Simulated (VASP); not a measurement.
ReAs3Os2: relaxation of cell and atoms with PBE

The system is ReAs3Os2.

```xyz
6
Lattice="4.3266 0.0000 0.0000 -2.1633 3.7469 0.0000 0.0000 0.0000 5.4635" Properties=species:S:1:pos:R:3 pbc="T T T"
Re    0.0000    0.0000    0.0000
As    0.0000    2.4980    0.9033
As    2.1633    1.2490    4.5602
As    0.0000    0.0000    2.7317
Os    0.0000    2.4980    3.6316
Os    2.1633    1.2490    1.8319
```

```json
{"Program": "VASP 6.6.1", "Task": "relaxation of cell and atoms", "Functional": "PBE", "Potentials or basis": "VASP PAW PBE potentials, release 64 (Re, As, Os)", "Cutoff": "600 eV", "k mesh": "6 × 6 × 4", "Occupations": "gaussian, width 0.1 eV", "Spin": "no spin polarisation", "Dipole correction": "no", "Further INCAR settings": "ALGO = Normal; EDIFF = 1e-07; IBRION = 2; EDIFFG = -0.04; NSW = 90; ISIF = 3"}
```

The relaxed volume is 14.77 Å³/atom. The relaxed cell is a = 4.379 Å, b = 4.379 Å, c = 5.336 Å, α = 90.00°, β = 90.00°, γ = 120.00° and the space group after relaxing (to 0.05 Å) is P-3m1 (No. 164). The energy gained by relaxing is 9.0 meV/atom, the ionic steps are 5 and the pressure after relaxing is 0.0 GPa. The largest force after relaxing is 0.033 eV/Å.

Forces on the atoms (eV/Å):
```
Re   0.000  0.000  0.000
As   0.000  0.000  0.009
As   0.000  0.000 -0.009
As   0.000  0.000  0.000
Os   0.000  0.000  0.033
Os   0.000  0.000 -0.033
```

The path:
```
step  energy change (eV)  largest force (eV/Å)  pressure (GPa)  volume (Å³)
   1              0.0000                0.0579            0.31        88.57
   2             -0.0535                0.0373           -0.77        88.90
   3             -0.0535                0.0371           -0.77        88.90
   4             -0.0512                0.0236            1.62        88.01
   5             -0.0542                0.0329            0.02        88.60
```

Final structure:
```
Re As Os
1.0
     4.37865    0.00000    0.00000
    -2.18933    3.79202    0.00000
     0.00000    0.00000    5.33605
Re As Os
1 3 2
Direct
  0.00000 0.00000 0.00000
  0.33333 0.66667 0.16555
  0.66667 0.33333 0.83445
  0.00000 0.00000 0.50000
  0.33333 0.66667 0.66533
  0.66667 0.33333 0.33467
```

Levels at points of the mesh, in eV from the Fermi level:
| k point | band 16 | band 17 | band 18 | band 19 | band 20 | band 21 | band 22 | band 23 |
| --- | --- | --- | --- | --- | --- | --- | --- | --- |
| (0.00, 0.00, 0.00) | -1.39 | -1.39 | -0.57 | -0.57 | -0.49 | -0.16 | -0.13 | -0.13 |
| (0.50, 0.00, 0.00) | -2.11 | -1.95 | -1.51 | 0.20 | 0.65 | 0.78 | 1.05 | 1.47 |
| (0.00, 0.00, 0.50) | -2.08 | 0.67 | 1.12 | 1.12 | 1.21 | 1.52 | 1.52 | 1.97 |
| (0.50, 0.00, 0.50) | -1.94 | -1.51 | -0.49 | -0.37 | 0.22 | 1.01 | 1.09 | 1.68 |

Wall time 4.3 min on 1 thread of Intel(R) Xeon(R) Platinum 8259CL CPU @ 2.50GHz (Skylake/Cascade Lake) (shared host), peak memory 0.29 GiB.

Caveat: the bands computed are all filled at some k points, so no gap is given; spin-orbit coupling is left out, which moves the levels of the heavy elements.
